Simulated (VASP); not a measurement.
BN, 4 atoms in the cell. The structure is hexagonal, space group P6_3/mmc (No. 194). Conventional cell: a = 2.581 Å, b = 2.581 Å, c = 6.734 Å, α = 90.00°, β = 90.00°, γ = 120.00°. Within 2.0 Å of B (site symmetry -6m2) lie 3 N at 1.49 Å. N (site symmetry -6m2) has 3 B at 1.49 Å within 2.0 Å.  This cell differs from its parent crystal: volume changed by +10%.

```yaml
Program: VASP 6.6.1
Task: single point
Functional: PBE
Potentials_or_basis: VASP PAW PBE potentials, release 64 (B, N)
Cutoff: 520 eV
k_mesh: 6 × 6 × 2
Occupations: gaussian, width 0.01 eV
Spin: no spin polarisation
Dipole_correction: no
Further_INCAR_settings: ALGO = Normal; EDIFF = 1e-06; NBANDS = 16
```

Potentials or basis: VASP PAW PBE potentials, release 64 (B, N).

Command:

```console
$ cat potpaw_PBE.64/B/POTCAR potpaw_PBE.64/N/POTCAR > POTCAR
$ mpirun -np 1 vasp_std > vasp.out
```

Hardware: 1 thread of Intel(R) Xeon(R) Platinum 8259CL CPU @ 2.50GHz (Skylake/Cascade Lake), on a shared host.

Q: How long does it take, and how much memory?

A: Run time: 11 s on 1 thread of Intel(R) Xeon(R) Platinum 8259CL CPU @ 2.50GHz (Skylake/Cascade Lake), on a shared host, peak memory 0.14 GiB. Counts: scf iterations 13, k points 14.
